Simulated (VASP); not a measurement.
# InSb (rocksalt type) (Fm-3m) in VASP: notebook

InSb (rocksalt type) is run at these levels: r2SCAN; tasks: single point.

All numbers are computed with VASP 6.6.1; they aren't measurements. Logs are shortened: lines on timing, memory, paths and dates and some standing lists are left out, and cuts for length are marked.

## (1) The cell of the first run

It takes space group Fm-3m (No. 225, cubic). The conventional cell has a = 5.653 Å, b = 5.653 Å, c = 5.653 Å, α = 90.00°, β = 90.00°, γ = 90.00°. Within 3.7 Å of In (site symmetry m-3m) lie 6 Sb at 2.83 Å. Within 3.7 Å of Sb (site symmetry m-3m) lie 6 In at 2.83 Å.

## (2) Single point, r2SCAN (volume scaled by 0.8)

The input, POSCAR:

```
InSb
1.0
    0.0000000000      2.8267051293      2.8267051293
    2.8267051293      0.0000000000      2.8267051293
    2.8267051293      2.8267051293      0.0000000000
In Sb
1 1
Direct
    0.0000000000      0.0000000000      0.0000000000
    0.5000000000      0.5000000000      0.5000000000
```

The input, INCAR.step1:

```
PREC = Accurate ; ENCUT = 520
ISMEAR = -1 ; SIGMA = 0.05
LREAL = F ; LASPH = T
NELM = 80 ; NBANDS = 16
GGA = PE ; ALGO = Normal
EDIFF = 1E-4 ; LWAVE = T
LCHARG = F
```

The input, INCAR.step2:

```
PREC = Accurate ; ENCUT = 520
EDIFF = 1E-7 ; ISMEAR = -1
SIGMA = 0.05 ; LREAL = F
LASPH = T ; NELM = 80
ALGO = Normal ; ISIF = 2
LWAVE = F ; LCHARG = T
METAGGA = R2SCAN ; LMIXTAU = T
LELF = T ; LVHAR = T
NBANDS = 16 ; ISTART = 1
```

The input, KPOINTS:

```
regular mesh
0
Gamma
  12 12 12
```

Potentials or basis: VASP PAW PBE potentials, release 64 (In_d, Sb).

Command:

```bash
> cat potpaw_PBE.64/In_d/POTCAR potpaw_PBE.64/Sb/POTCAR > POTCAR
> cp INCAR.step1 INCAR
> mpirun -np 1 vasp_std > vasp.out
> cp INCAR.step2 INCAR
> mpirun -np 1 vasp_std > vasp.out
```

OUTCAR:

```text
PREC = Accurate
   ENCUT = 520
   EDIFF = 1E-7
   ISMEAR = -1
   LREAL = F
   LASPH = T
   NELM = 80
   ISIF = 2
   METAGGA = R2SCAN
   ISTART = 1

 ion  position               nearest neighbor table
   1  0.000  0.000  0.000-   2 2.83   2 2.83   2 2.83   2 2.83   2 2.83   2 2.83
   2  0.500  0.500  0.500-   1 2.83   1 2.83   1 2.83   1 2.83   1 2.83   1 2.83

  LATTYP: Found a face centered cubic cell.
 ALAT       =     5.6534102586

  Lattice vectors:

 A1 = (   0.0000000000,   2.8267051293,   2.8267051293)
 A2 = (   2.8267051293,   0.0000000000,   2.8267051293)
 A3 = (   2.8267051293,   2.8267051293,   0.0000000000)

Analysis of symmetry for initial positions (statically):
=====================================================================
 Subroutine PRICEL returns:
 Original cell was already a primitive cell.

 Routine SETGRP: Setting up the symmetry group for a
 face centered cubic supercell.

 Subroutine GETGRP returns: Found 48 space group operations
 (whereof 48 operations were pure point group operations)
 out of a pool of 48 trial point group operations.

The static configuration has the point symmetry O_h .

Analysis of symmetry for dynamics (positions and initial velocities):
=====================================================================
 Subroutine PRICEL returns:
 Original cell was already a primitive cell.

 Routine SETGRP: Setting up the symmetry group for a
 face centered cubic supercell.

 Subroutine GETGRP returns: Found 48 space group operations
 (whereof 48 operations were pure point group operations)
 out of a pool of 48 trial point group operations.

The dynamic configuration has the point symmetry O_h .

 Subroutine INISYM returns: Found 48 space group operations
 (whereof 48 operations are pure point group operations),
 and found     1 'primitive' translations

----------------------------------------------------------------------------------------

                                     Primitive cell

  volume of cell :      45.1722

  direct lattice vectors                    reciprocal lattice vectors
     0.000000000  2.826705129  2.826705129    -0.176884386  0.176884386  0.176884386
     2.826705129  0.000000000  2.826705129     0.176884386 -0.176884386  0.176884386
     2.826705129  2.826705129  0.000000000     0.176884386  0.176884386 -0.176884386

  length of vectors
     3.997564731  3.997564731  3.997564731     0.306372743  0.306372743  0.306372743

  position of ions in fractional coordinates (direct lattice)
     0.000000000  0.000000000  0.000000000
     0.500000000  0.500000000  0.500000000

  ion indices of the primitive-cell ions
   primitive index   ion index
                 1           1
                 2           2

----------------------------------------------------------------------------------------

 KPOINTS: regular mesh

Automatic generation of k-mesh.
 Grid dimensions read from file:
 generate k-points for:   12   12   12

 Generating k-lattice:

  Cartesian coordinates                     Fractional coordinates (reciprocal lattice)
    -0.014740365  0.014740365  0.014740365     0.083333333  0.000000000  0.000000000
     0.014740365 -0.014740365  0.014740365     0.000000000  0.083333333  0.000000000
     0.014740365  0.014740365 -0.014740365     0.000000000  0.000000000  0.083333333

  Length of vectors
     0.025531062  0.025531062  0.025531062

  Shift w.r.t. Gamma in fractional coordinates (k-lattice)
     0.000000000  0.000000000  0.000000000

 Subroutine IBZKPT returns following result:
 ===========================================

 Found     72 irreducible k-points:

 Following reciprocal coordinates:
            Coordinates               Weight
  0.000000  0.000000  0.000000      1.000000
  0.083333  0.000000  0.000000      8.000000
  0.166667  0.000000  0.000000      8.000000
  0.250000  0.000000  0.000000      8.000000
  0.333333  0.000000  0.000000      8.000000
  0.416667  0.000000  0.000000      8.000000
[... 16 lines left out ...]
  0.500000  0.166667  0.000000     24.000000
 -0.416667  0.166667  0.000000     24.000000
 [... further k-points ...]
   k-points           NKPTS =     72   k-points in BZ     NKDIM =     72   number of bands    NBANDS=     16
   number of dos      NEDOS =    301   number of ions     NIONS =      2
   total plane-waves  NPLWV =  27000
   dimension x,y,z NGX =    30 NGY =   30 NGZ =   30
   dimension x,y,z NGXF=    60 NGYF=   60 NGZF=   60
   ions per type =               1   1
   NGX,Y,Z   is equivalent  to a cutoff of  12.48, 12.48, 12.48 a.u.
   NGXF,Y,Z  is equivalent  to a cutoff of  24.95, 24.95, 24.95 a.u.
 SYSTEM =  unknown system
   PREC   = accura    normal or accurate (medium, high low for compatibility)
   ISTART =      1    job   : 0-new  1-cont  2-samecut
   ICHARG =      0    charge: 1-file 2-atom 10-const
   ISPIN  =      1    spin polarized calculation?
   LNONCOLLINEAR =      F non collinear calculations
   LSORBIT =      F    spin-orbit coupling
   LASPH  =      T    aspherical Exc in radial PAW
   ENCUT  =  520.0 eV  38.22 Ry    6.18 a.u.   7.43  7.43  7.43*2*pi/ulx,y,z
   NELM   =     80;   NELMIN=  2; NELMDL=  0     # of ELM steps
   EDIFF  = 0.1E-06   stopping-criterion for ELM
   LREAL  =      F    real-space projection
   EDIFFG = 0.1E-05   stopping-criterion for IOM
   NSW    =      0    number of steps for IOM
   IBRION =     -1    ionic relax: 0-MD 1-quasi-New 2-CG
   NFREE  =      0    steps in history (QN), initial steepest desc. (CG)
   ISIF   =      2    stress and relaxation
   ISYM   =      2    0-nonsym 1-usesym 2-fastsym
   POTIM  = 0.5000    time-step for ionic-motion
   TEBEG  =    0.0;   TEEND  =   0.0 temperature during run
   PSTRESS=    0.0 pullay stress
   NELECT =      18.0000    total number of electrons
   NUPDOWN=      -1.0000    fix difference up-down
   EMIN   =  10.00;   EMAX   =-10.00  energy-range for DOS
   EFERMI =   0.00;   METHOD = LEGACY
   ISMEAR =    -1;   SIGMA  =   0.05  broadening in eV -4-tet -1-fermi 0-gaus
   EFERMI_NEDOS =   21; number of points for ismear=-14 and -15
   IALGO  =     38    algorithm
   IMIX   =      4    mixing-type and parameters
     AMIX     =   0.40;   BMIX     =  1.00
     AMIX_MAG =   1.60;   BMIX_MAG =  1.00
  volume/ion in A,a.u.               =      22.59       152.42
  Fermi-wavevector in a.u.,A,eV,Ry     =   1.204690  2.276533 19.745823  1.451277
  Thomas-Fermi vector in A             =   2.340407
   LORBIT       =      0    0 simple, 1 ext, 2 COOP (PROOUT), +10 PAW based schemes
   METAGGA = R2SCAN    functional components
   LHFCALC =     F    Hartree Fock is set to
   AEXX    =    0.0000 exact exchange contribution
   IVDW    =     0    specifies the selected vdW correction
   LEPSILON=     F    determine dielectric tensor
   LRPA    =     F    only Hartree local field effects (RPA)
 non-spin polarized calculation
  energy-cutoff  :      520.00
  volume of cell :       45.17
 maximum number of plane-waves:      1243
 NGX is ok and might be reduce to    30
   NGX = 15   NGY = 15   NGZ = 15

 number of electron      17.9999992 magnetization

 Free energy of the ion-electron system (eV)
  ---------------------------------------------------
  ext. energy  EPLUGINS =         0.00000000
  ---------------------------------------------------
  free energy    TOTEN  =       -47.76884572 eV

  energy without entropy =      -47.76029199  energy(sigma->0) =      -47.76456886

 E-fermi :   9.8011     XC(G=0): -11.5523

 val. band max:        9.7844465295   @ k =   0.2500   0.0000   0.0000
 cond. band min:       9.8062395179   @ k =  -0.3333   0.1667   0.0000
 fundamental gap:      0.0217929884
 Fermi energy:         9.8011407499

 k-point     1 :       0.0000    0.0000    0.0000
  band No.  band energies     occupation
      1      -5.6404      2.00000
      2      -5.6404      2.00000
      3      -5.5771      2.00000
      4      -5.5771      2.00000
      5      -5.5771      2.00000
      6      -3.5593      2.00000
[... 8 lines left out ...]
     15      17.1653      0.00000
     16      17.1654      0.00000

 k-point     2 :       0.0833    0.0000    0.0000
  band No.  band energies     occupation
      1      -5.6459      2.00000
      2      -5.6459      2.00000
      3      -5.5778      2.00000
      4      -5.5736      2.00000
      5      -5.5736      2.00000
      6      -3.4576      2.00000
[... 8 lines left out ...]
     15      16.8524      0.00000
     16      16.9821      0.00000

 k-point     3 :       0.1667    0.0000    0.0000
  band No.  band energies     occupation
      1      -5.6622      2.00000
      2      -5.6622      2.00000
      3      -5.5806      2.00000
      4      -5.5627      2.00000
      5      -5.5627      2.00000
      6      -3.1539      2.00000
[... 8 lines left out ...]
     15      17.3052      0.00000
     16      17.3052      0.00000

 k-point     4 :       0.2500    0.0000    0.0000
  band No.  band energies     occupation
      1      -5.6860      2.00000
      2      -5.6860      2.00000
      3      -5.5857      2.00000
      4      -5.5461      2.00000
      5      -5.5461      2.00000
      6      -2.6552      2.00000
[... 8 lines left out ...]
     15      18.1462      0.00000
     16      18.1462      0.00000
[... 324 lines left out ...]
 k-point    22 :       0.4167    0.1667    0.0000
  band No.  band energies     occupation
      1      -5.8032      2.00000
      2      -5.6759      2.00000
      3      -5.5899      2.00000
      4      -5.5313      2.00000
      5      -5.5082      2.00000
      6      -1.3214      2.00000
[... 8 lines left out ...]
     15      21.5714      0.00000
     16      22.0443      0.00000

 k-point    23 :       0.5000    0.1667    0.0000
  band No.  band energies     occupation
      1      -5.8035      2.00000
      2      -5.6996      2.00000
      3      -5.5854      2.00000
      4      -5.5282      2.00000
      5      -5.5031      2.00000
      6      -0.6109      2.00000
[... 8 lines left out ...]
     15      21.6607      0.00000
     16      22.2888      0.00000

 k-point    24 :      -0.4167    0.1667    0.0000
  band No.  band energies     occupation
      1      -5.7869      2.00000
      2      -5.7167      2.00000
      3      -5.5811      2.00000
      4      -5.5281      2.00000
      5      -5.5077      2.00000
      6      -0.4686      2.00000
[... 8 lines left out ...]
     15      20.2065      0.00000
     16      20.7375      0.00000

 [... further k-points ...]
[... 5 lines left out ...]
  --------------------------------------------------------------------------------------
  -------------------------------------------------------------------------------------
  Total        6.0067478      6.0067478      6.0067478      0.0000000      0.0000000      0.0000000
  in kB      213.0484932    213.0484932    213.0484932      0.0000000      0.0000000      0.0000000
  external PRESSURE =     213.0484932 kB  Pullay stress =       0.0000000 kB

 VOLUME and BASIS-vectors are now :
 -----------------------------------------------------------------------------
  energy-cutoff  :      520.00
  volume of cell :       45.17
      direct lattice vectors                 reciprocal lattice vectors
     0.000000000  2.826705129  2.826705129    -0.176884386  0.176884386  0.176884386
     2.826705129  0.000000000  2.826705129     0.176884386 -0.176884386  0.176884386
     2.826705129  2.826705129  0.000000000     0.176884386  0.176884386 -0.176884386

 POSITION                                       TOTAL-FORCE (eV/Angst)
 -----------------------------------------------------------------------------------
      0.00000      0.00000      0.00000         0.000000     -0.000000      0.000000
      2.82671      2.82671      2.82671        -0.000000      0.000000     -0.000000
 -----------------------------------------------------------------------------------
    total drift:                               -0.000000      0.000000      0.000000

  FREE ENERGIE OF THE ION-ELECTRON SYSTEM (eV)
  ---------------------------------------------------
  free  energy   TOTEN  =       -47.7688457199 eV

  energy  without entropy=      -47.7602919950  energy(sigma->0) =      -47.76456886
```

It took 3.1 min on 1 thread of Intel Xeon Platinum 8488C (Sapphire Rapids), shared host; peak memory 0.21 GiB.

Results:

| Item | Value |
| --- | --- |
| Free energy | -47.7688 eV |
| Pressure | 21.3 GPa |
| Band gap on the k mesh | zero (band 9 reaches 10.61 eV, above the bottom of band 10 at 6.73 eV) |

Levels at points of the mesh, in eV from the Fermi level:
```tsv
k point	band 6	band 7	band 8	band 9	band 10	band 11	band 12	band 13
(0.00, 0.00, 0.00)	-13.36	-0.19	-0.19	-0.19	2.17	6.69	6.69	6.69
(0.50, 0.00, 0.00)	-10.61	-8.09	0.45	0.45	2.61	2.61	2.95	4.72
(0.50, 0.50, 0.00)	-9.20	-6.22	-3.12	-3.12	-3.07	3.11	10.74	10.74
```

Caveat: the cell differs from its parent crystal (volume scaled by 0.8); the PAW data sets were made with another functional, which shifts forces and pressure a little; spin-orbit coupling is left out, which moves the levels of the heavy elements.

## (3) Single point, r2SCAN

This run uses another cell than the first one, of 28.23 Å³/atom, 1.250 times its volume.

The input, POSCAR:

```
InSb
1.0
    0.0000000000      3.0449757946      3.0449757946
    3.0449757946      0.0000000000      3.0449757946
    3.0449757946      3.0449757946      0.0000000000
In Sb
1 1
Direct
    0.0000000000      0.0000000000      0.0000000000
    0.5000000000      0.5000000000      0.5000000000
```

INCAR.step1 is that of step 2.

The input, INCAR.step2:

```
PREC = Accurate ; ENCUT = 520
EDIFF = 1E-6 ; ISMEAR = -1
SIGMA = 0.05 ; LREAL = F
LASPH = T ; NELM = 80
ALGO = Normal ; ISIF = 2
LWAVE = F ; LCHARG = F
METAGGA = R2SCAN ; LMIXTAU = T
NBANDS = 16 ; ISTART = 1
```

The input, KPOINTS:

```
Automatic mesh
0
Gamma
  12 12 12
```

Potentials or basis: VASP PAW PBE potentials, release 64 (In_d, Sb).

Command:

```bash
> cat potpaw_PBE.64/In_d/POTCAR potpaw_PBE.64/Sb/POTCAR > POTCAR
> cp INCAR.step1 INCAR
> mpirun -np 1 vasp_std > vasp.out
> cp INCAR.step2 INCAR
> mpirun -np 1 vasp_std > vasp.out
```

Wall time 1.9 min (1 thread of Intel Xeon Platinum 8488C (Sapphire Rapids), shared host); peak memory 0.23 GiB.

The run converged. Its results:

| Property | Result |
| --- | --- |
| Free energy | -48.3774 eV |
| Pressure | 0.0 GPa |
| Band gap on the k mesh | zero (band 9 reaches 7.37 eV, above the bottom of band 10 at 4.48 eV) |

Levels at points of the mesh, in eV from the Fermi level:
```csv
k point,band 7,band 8,band 9,band 10,band 11,band 12
"(0.00, 0.00, 0.00)",-0.08,-0.08,-0.08,0.12,6.57,6.57
"(0.50, 0.00, 0.00)",-6.70,0.35,0.35,2.66,2.67,2.67
"(0.50, 0.50, 0.00)",-4.68,-3.26,-2.28,-2.28,3.59,8.99
```

Caveat: the PAW data sets were made with another functional, which shifts forces and pressure a little; spin-orbit coupling is left out, which moves the levels of the heavy elements.

## (4) Single point, r2SCAN

This run uses another cell than the first one, of 28.23 Å³/atom, 1.250 times its volume.

POSCAR is that of step 3.

The input, INCAR.step1:

```
SYSTEM = InSb
PREC     = Accurate       ! precision mode
ENCUT    = 520            ! plane-wave cutoff, eV
ISMEAR   = -1             ! smearing method
SIGMA    = 0.05           ! smearing width, eV
LREAL    = .FALSE.        ! projectors in reciprocal space
LASPH    = .TRUE.         ! aspherical terms in the spheres
NELM     = 80             ! most SCF steps
NBANDS   = 16             ! bands
GGA      = PE             ! functional
ALGO     = Normal         ! electronic algorithm
EDIFF    = 1E-4           ! SCF threshold, eV
LWAVE    = .TRUE.         ! write WAVECAR
LCHARG   = .FALSE.        ! write CHGCAR
```

The input, INCAR.step2:

```
SYSTEM = InSb
PREC     = Accurate       ! precision mode
ENCUT    = 520            ! plane-wave cutoff, eV
EDIFF    = 1E-7           ! SCF threshold, eV
ISMEAR   = -1             ! smearing method
SIGMA    = 0.05           ! smearing width, eV
LREAL    = .FALSE.        ! projectors in reciprocal space
LASPH    = .TRUE.         ! aspherical terms in the spheres
NELM     = 80             ! most SCF steps
ALGO     = Normal         ! electronic algorithm
ISIF     = 2              ! what is computed and relaxed
LWAVE    = .FALSE.        ! write WAVECAR
LCHARG   = .FALSE.        ! write CHGCAR
METAGGA  = R2SCAN         ! meta-GGA
LMIXTAU  = .TRUE.       
NBANDS   = 16             ! bands
ISTART   = 1
```

The input, KPOINTS:

```
regular mesh
0
G
  12 12 12
  0 0 0
```

Command:

```bash
> cat potpaw_PBE.64/In_d/POTCAR potpaw_PBE.64/Sb/POTCAR > POTCAR
> cp INCAR.step1 INCAR
> mpirun -np 1 vasp_std > vasp.out
> cp INCAR.step2 INCAR
> mpirun -np 1 vasp_std > vasp.out
```

Run time: 2.1 min. Hardware: 1 thread of Intel Xeon Platinum 8488C (Sapphire Rapids), shared host; peak memory 0.23 GiB.

Results (log left out):

```
Free energy            : -48.3774 eV
Pressure               : 0.0 GPa
Band gap on the k mesh : zero (band 9 reaches 7.37 eV, above the bottom of band 10 at 4.48 eV)
```

Levels at points of the mesh, in eV from the Fermi level:
```csv
k point,band 7,band 8,band 9,band 10,band 11,band 12
"(0.00, 0.00, 0.00)",-0.08,-0.08,-0.08,0.12,6.57,6.57
"(0.50, 0.00, 0.00)",-6.70,0.35,0.35,2.66,2.67,2.67
"(0.50, 0.50, 0.00)",-4.68,-3.26,-2.28,-2.28,3.59,8.99
```

Caveat: the PAW data sets were made with another functional, which shifts forces and pressure a little; spin-orbit coupling is left out, which moves the levels of the heavy elements.
